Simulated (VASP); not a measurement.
Set up this calculation in VASP 6.6.1, as the native input.

* Task: single point
* Functional: LDA
* Potentials or basis: VASP PAW LDA potentials, release 64 (Na_pv)
* Cutoff: 520 eV
* k mesh: 12 × 12 × 10
* Occupations: gaussian, width 0.15 eV
* Spin: no spin polarisation
* Dipole correction: no
* Further INCAR settings: ALGO = Fast; EDIFF = 1e-06; NBANDS = 14

The structure of Na lies in POSCAR:

```
Na
1.0
    0.0000000000     -3.6205084948      0.0000000000
   -3.6205084948      0.0000000000      0.0000000000
    0.0000000000      0.0000000000     -5.0841636952
Na
2
Direct
    0.5000000000      0.5546055893      0.5398688973
    0.0000000000     -0.0546055893     -0.0398688973
```

This cell differs from its parent crystal: atoms displaced along several vibrational modes.

The input as run:

INCAR

```
SYSTEM = Na
PREC     = Accurate       ! precision mode
ENCUT    = 520            ! plane-wave cutoff, eV
EDIFF    = 1E-6           ! SCF threshold, eV
ISMEAR   = 0              ! smearing method
SIGMA    = 0.15           ! smearing width, eV
LREAL    = .False.        ! projectors in reciprocal space
LASPH    = .True.         ! aspherical terms in the spheres
NELM     = 100            ! most SCF steps
ALGO     = Fast           ! electronic algorithm
ISIF     = 2              ! what is computed and relaxed
LWAVE    = .False.        ! write WAVECAR
LCHARG   = .False.        ! write CHGCAR
NBANDS   = 14             ! bands
```

KPOINTS

```
Automatic mesh
0
Gamma
  12 12 10
  0 0 0
```

Potentials or basis: VASP PAW LDA potentials, release 64 (Na_pv).

The run is started by

```console
$ cat potpaw_LDA.64/Na_pv/POTCAR > POTCAR
$ mpirun -np 1 vasp_std > vasp.out
```

Results of the run:

```
Pressure               : 0.5 GPa
Largest force          : 0.426 eV/Å
Band gap on the k mesh : zero (bands 7 and 8 overlap by 4.64 eV)
```

Caveat: the cell differs from its parent crystal (atoms displaced along several vibrational modes).

Run time: 3.5 min on 1 thread of Intel(R) Xeon(R) Platinum 8488C (Sapphire Rapids), with other jobs on the host, peak memory 0.37 GiB.
